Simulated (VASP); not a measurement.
# HfSiO4 (F-43m) in VASP: a series of runs, part 2 of 2

VASP 6.6.1. The steps go on from the part before.

## (4) Single point, PBE

This run uses another cell than the first one, of 23.45 Å³/atom, 1.979 times its volume.

The input, INCAR:

```
SYSTEM = HfSiO4
PREC = Accurate ; ENCUT = 520
EDIFF = 1E-6 ; ISMEAR = 0
SIGMA = 0.02 ; LREAL = .FALSE.
LASPH = .TRUE. ; NELM = 60
ALGO = Normal ; ISIF = 2
LWAVE = .FALSE. ; LCHARG = .FALSE.
GGA = PE ; NBANDS = 28
```

The input, KPOINTS:

```
regular mesh
0
G
  6 6 6
  0 0 0
```

The input, POSCAR:

```
HfSiO4
1.0
    0.0000000000      4.1278970855      4.1278970855
    4.1278970855      0.0000000000      4.1278970855
    4.1278970855      4.1278970855      0.0000000000
Hf Si O
1 1 4
Direct
    0.0000000000      0.0000000000      0.0000000000
    0.2500000000      0.2500000000      0.2500000000
    0.5925159873      0.1358280042      0.1358280042
    0.1358280042      0.1358280042      0.1358280042
    0.1358280042      0.5925159873      0.1358280042
    0.1358280042      0.1358280042      0.5925159873
```

Potentials or basis: VASP PAW PBE potentials, release 64 (Hf_pv, Si, O).

The run is started by

```
> cat potpaw_PBE.64/Hf_pv/POTCAR potpaw_PBE.64/Si/POTCAR potpaw_PBE.64/O/POTCAR > POTCAR
> mpirun -np 1 vasp_std > vasp.out
```

OUTCAR:

```text
SYSTEM = HfSiO4
   PREC = Accurate
   ENCUT = 520
   EDIFF = 1E-6
   ISMEAR = 0
   LREAL = .FALSE.
   LASPH = .TRUE.
   NELM = 60
   ISIF = 2
   GGA = PE

 ion  position               nearest neighbor table
   1  0.000  0.000  0.000-   4 1.94   3 1.94   5 1.94   6 1.94
   2  0.250  0.250  0.250-   3 1.63   5 1.63   6 1.63   4 1.63
   3  0.593  0.136  0.136-   2 1.63   1 1.94
   4  0.136  0.136  0.136-   2 1.63   1 1.94
   5  0.136  0.593  0.136-   2 1.63   1 1.94
   6  0.136  0.136  0.593-   2 1.63   1 1.94

  LATTYP: Found a face centered cubic cell.
 ALAT       =     8.2557941710

  Lattice vectors:

 A1 = (   0.0000000000,   4.1278970855,   4.1278970855)
 A2 = (   4.1278970855,   0.0000000000,   4.1278970855)
 A3 = (   4.1278970855,   4.1278970855,   0.0000000000)

Analysis of symmetry for initial positions (statically):
=====================================================================
 Subroutine PRICEL returns:
 Original cell was already a primitive cell.

 Routine SETGRP: Setting up the symmetry group for a
 face centered cubic supercell.

 Subroutine GETGRP returns: Found 24 space group operations
 (whereof 24 operations were pure point group operations)
 out of a pool of 48 trial point group operations.

The static configuration has the point symmetry T_d .

Analysis of symmetry for dynamics (positions and initial velocities):
=====================================================================
 Subroutine PRICEL returns:
 Original cell was already a primitive cell.

 Routine SETGRP: Setting up the symmetry group for a
 face centered cubic supercell.

 Subroutine GETGRP returns: Found 24 space group operations
 (whereof 24 operations were pure point group operations)
 out of a pool of 48 trial point group operations.

The dynamic configuration has the point symmetry T_d .

 Subroutine INISYM returns: Found 24 space group operations
 (whereof 24 operations are pure point group operations),
 and found     1 'primitive' translations

----------------------------------------------------------------------------------------

                                     Primitive cell

  volume of cell :     140.6749

  direct lattice vectors                    reciprocal lattice vectors
     0.000000000  4.127897085  4.127897085    -0.121127051  0.121127051  0.121127051
     4.127897085  0.000000000  4.127897085     0.121127051 -0.121127051  0.121127051
     4.127897085  4.127897085  0.000000000     0.121127051  0.121127051 -0.121127051

  length of vectors
     5.837728042  5.837728042  5.837728042     0.209798206  0.209798206  0.209798206

  position of ions in fractional coordinates (direct lattice)
     0.000000000  0.000000000  0.000000000
     0.250000000  0.250000000  0.250000000
     0.592515987  0.135828004  0.135828004
     0.135828004  0.135828004  0.135828004
     0.135828004  0.592515987  0.135828004
     0.135828004  0.135828004  0.592515987

  ion indices of the primitive-cell ions
   primitive index   ion index
                 1           1
                 2           2
                 3           3
                 4           4
                 5           5
                 6           6

[... 26 lines left out ...]
 Following reciprocal coordinates:
            Coordinates               Weight
  0.000000  0.000000  0.000000      1.000000
  0.166667  0.000000  0.000000      8.000000
  0.333333  0.000000  0.000000      8.000000
  0.500000  0.000000  0.000000      4.000000
  0.166667  0.166667  0.000000      6.000000
  0.333333  0.166667  0.000000     24.000000
[... 8 lines left out ...]
 -0.333333  0.333333  0.166667     24.000000
 -0.333333  0.500000  0.166667     12.000000
   k-points           NKPTS =     16   k-points in BZ     NKDIM =     16   number of bands    NBANDS=     28
   number of dos      NEDOS =    301   number of ions     NIONS =      6
   total plane-waves  NPLWV = 110592
   dimension x,y,z NGX =    48 NGY =   48 NGZ =   48
   dimension x,y,z NGXF=    96 NGYF=   96 NGZF=   96
   ions per type =               1   1   4
   NGX,Y,Z   is equivalent  to a cutoff of  13.67, 13.67, 13.67 a.u.
   NGXF,Y,Z  is equivalent  to a cutoff of  27.34, 27.34, 27.34 a.u.
 SYSTEM =  HfSiO4
   PREC   = accura    normal or accurate (medium, high low for compatibility)
   ISTART =      0    job   : 0-new  1-cont  2-samecut
   ICHARG =      2    charge: 1-file 2-atom 10-const
   ISPIN  =      1    spin polarized calculation?
   LNONCOLLINEAR =      F non collinear calculations
   LSORBIT =      F    spin-orbit coupling
   LASPH  =      T    aspherical Exc in radial PAW
   ENCUT  =  520.0 eV  38.22 Ry    6.18 a.u.  10.85 10.85 10.85*2*pi/ulx,y,z
   NELM   =     60;   NELMIN=  2; NELMDL= -5     # of ELM steps
   EDIFF  = 0.1E-05   stopping-criterion for ELM
   LREAL  =      F    real-space projection
   EDIFFG = 0.1E-04   stopping-criterion for IOM
   NSW    =      0    number of steps for IOM
   IBRION =     -1    ionic relax: 0-MD 1-quasi-New 2-CG
   NFREE  =      0    steps in history (QN), initial steepest desc. (CG)
   ISIF   =      2    stress and relaxation
   ISYM   =      2    0-nonsym 1-usesym 2-fastsym
   POTIM  = 0.5000    time-step for ionic-motion
   TEBEG  =    0.0;   TEEND  =   0.0 temperature during run
   PSTRESS=    0.0 pullay stress
   NELECT =      38.0000    total number of electrons
   NUPDOWN=      -1.0000    fix difference up-down
   EMIN   =  10.00;   EMAX   =-10.00  energy-range for DOS
   EFERMI =   0.00;   METHOD = LEGACY
   ISMEAR =     0;   SIGMA  =   0.02  broadening in eV -4-tet -1-fermi 0-gaus
   EFERMI_NEDOS =   21; number of points for ismear=-14 and -15
   IALGO  =     38    algorithm
   IMIX   =      4    mixing-type and parameters
     AMIX     =   0.40;   BMIX     =  1.00
     AMIX_MAG =   1.60;   BMIX_MAG =  1.00
  volume/ion in A,a.u.               =      23.45       158.22
  Fermi-wavevector in a.u.,A,eV,Ry     =   1.058272  1.999843 15.237694  1.119939
  Thomas-Fermi vector in A             =   2.193575
   LORBIT       =      0    0 simple, 1 ext, 2 COOP (PROOUT), +10 PAW based schemes
   GGA     = PE    functional components
   LHFCALC =     F    Hartree Fock is set to
   AEXX    =    0.0000 exact exchange contribution
   IVDW    =     0    specifies the selected vdW correction
   LEPSILON=     F    determine dielectric tensor
   LRPA    =     F    only Hartree local field effects (RPA)
 non-spin polarized calculation
 Gauss-broadening in eV      SIGMA  =   0.02
  energy-cutoff  :      520.00
  volume of cell :      140.67
 maximum number of plane-waves:      3812
 NGX is ok and might be reduce to    48
   NGX = 21   NGY = 21   NGZ = 21

 number of electron      37.9999992 magnetization

 Free energy of the ion-electron system (eV)
  ---------------------------------------------------
  ext. energy  EPLUGINS =         0.00000000
  ---------------------------------------------------
  free energy    TOTEN  =       -53.66772908 eV

  energy without entropy =      -53.66772908  energy(sigma->0) =      -53.66772908

 E-fermi :  -2.2660     XC(G=0):  -6.6870

 val. band max:       -2.4010341492   @ k =   0.5000   0.0000   0.0000
 cond. band min:       2.3653961572   @ k =   0.0000   0.0000   0.0000
 fundamental gap:      4.7664303064
 Fermi energy:        -2.2659698810

 k-point     1 :       0.0000    0.0000    0.0000
  band No.  band energies     occupation
      1     -31.2181      2.00000
      2     -31.2181      2.00000
      3     -31.2181      2.00000
      4     -20.2015      2.00000
      5     -18.6365      2.00000
      6     -18.6365      2.00000
[... 485 lines left out ...]
     27       6.1528      0.00000
     28       7.0275      0.00000

------------------------ aborting loop because EDIFF is reached ----------------------------------------

  FORCE on cell =-STRESS in cart. coord.  units (eV):
  Direction    XX          YY          ZZ          XY          YZ          ZX
  --------------------------------------------------------------------------------------
  -------------------------------------------------------------------------------------
  Total       -0.3749547     -0.3749547     -0.3749547      0.0000000      0.0000000      0.0000000
  in kB       -4.2704412     -4.2704412     -4.2704412      0.0000000      0.0000000      0.0000000
  external PRESSURE =      -4.2704412 kB  Pullay stress =       0.0000000 kB

 VOLUME and BASIS-vectors are now :
 -----------------------------------------------------------------------------
  energy-cutoff  :      520.00
  volume of cell :      140.67
      direct lattice vectors                 reciprocal lattice vectors
     0.000000000  4.127897085  4.127897085    -0.121127051  0.121127051  0.121127051
     4.127897085  0.000000000  4.127897085     0.121127051 -0.121127051  0.121127051
     4.127897085  4.127897085  0.000000000     0.121127051  0.121127051 -0.121127051

 POSITION                                       TOTAL-FORCE (eV/Angst)
 -----------------------------------------------------------------------------------
      0.00000      0.00000      0.00000        -0.000000      0.000000     -0.000000
      2.06395      2.06395      2.06395        -0.000000     -0.000000     -0.000000
      1.12137      3.00653      3.00653        -0.112170      0.112170      0.112170
      1.12137      1.12137      1.12137        -0.112170     -0.112170     -0.112170
      3.00653      1.12137      3.00653         0.112170     -0.112170      0.112170
      3.00653      3.00653      1.12137         0.112170      0.112170     -0.112170
 -----------------------------------------------------------------------------------
    total drift:                                0.000001      0.000001      0.000001

  FREE ENERGIE OF THE ION-ELECTRON SYSTEM (eV)
  ---------------------------------------------------
  free  energy   TOTEN  =       -53.6677290843 eV

  energy  without entropy=      -53.6677290843  energy(sigma->0) =      -53.66772908
```

Run time: 33 s. Hardware: 1 thread of Intel Xeon 6975P-C (Granite Rapids), shared host; peak memory 0.34 GiB.

What came out:

* Free energy: -53.6677 eV
* Pressure: -0.4 GPa
* Largest force: 0.194 eV/Å
* Band gap on the k mesh: 4.77 eV, indirect (the least direct gap lies 3.3 meV higher)

Forces on the atoms (eV/Å):
```
Hf   0.000  0.000  0.000
Si   0.000  0.000  0.000
O   -0.112  0.112  0.112
O   -0.112 -0.112 -0.112
O    0.112 -0.112  0.112
O    0.112  0.112 -0.112
```

Levels at points of the mesh, in eV from the valence-band top:
| k point | band 17 | band 18 | band 19 | band 20 | band 21 | band 22 |
| --- | --- | --- | --- | --- | --- | --- |
| (0.00, 0.00, 0.00) | 0.00 | 0.00 | 0.00 | 4.77 | 6.44 | 6.44 |
| (0.50, 0.00, 0.00) | -0.77 | -0.77 | 0.00 | 6.16 | 6.56 | 6.56 |
| (0.50, 0.50, 0.00) | -1.26 | -0.43 | -0.43 | 6.07 | 6.44 | 7.08 |

Caveat: spin-orbit coupling is left out, which moves the levels of the heavy elements. A k mesh can miss the band edges.

## (5) Overview

```csv
cell,k mesh,smearing,gap on the mesh (eV),pressure (GPa),largest force (eV/Å)
"a = 4.650 Å, angles 60.0°, 6 atoms",4 × 4 × 4,gaussian 0.1 eV,2.69,309.0,-
"a = 5.832 Å, angles 60.0°, 6 atoms",4 × 4 × 4,gaussian 0.1 eV,4.77,-0.1,0.19
"a = 5.838 Å, angles 60.0°, 6 atoms",6 × 6 × 6,gaussian 0.02 eV,4.77,-0.4,0.19
```

Alike in all rows: task single point; level PBE; potentials or basis VASP PAW PBE potentials, release 64 (Hf_pv, Si, O); no spin polarisation; cutoff (eV) 520.

Caveats: spin-orbit coupling is left out, which moves the levels of the heavy elements.

Absolute energies hang on the potentials; compare differences alone.
